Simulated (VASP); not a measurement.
TiTe2:

```
Ti Te
1.0
     0.00000    3.43566    3.43566
     3.43566    0.00000    3.43566
     3.43566    3.43566    0.00000
Ti Te
1 2
Direct
  0.00000 0.00000 0.00000
  0.25000 0.25000 0.25000
  0.75000 0.75000 0.75000
```

* Program: VASP 6.6.1
* Task: relaxation of cell and atoms
* Functional: LDA
* Potentials or basis: VASP PAW LDA potentials, release 64 (Ti_sv, Te)
* Cutoff: 600 eV
* k mesh: 6 × 6 × 6
* Occupations: fermi-dirac, width 0.02 eV
* Spin: no spin polarisation

At the start: pressure -4.7 GPa; volume 27.04 Å³/atom.

Task: How do energy, volume and symmetry change on relaxing?

Result: Over 3 steps the energy falls by 29.5 meV/atom and the volume is 25.16 Å³/atom (-6.9 %); space group Fm-3m (No. 225, to 0.05 Å).

Step by step:
```
step  energy change (eV)  largest force (eV/Å)  pressure (GPa)  volume (Å³)
   1              0.0000                0.0000           -4.69        81.11
   2             -0.0503                0.0000            3.88        72.18
   3             -0.0885                0.0000            0.00        75.49
```

Final structure:
```xyz
3
Lattice="0.0000 3.3545 3.3545 3.3545 0.0000 3.3545 3.3545 3.3545 0.0000" Properties=species:S:1:pos:R:3 pbc="T T T"
Ti    0.0000    0.0000    0.0000
Te    1.6772    1.6772    1.6772
Te    5.0317    5.0317    5.0317
```
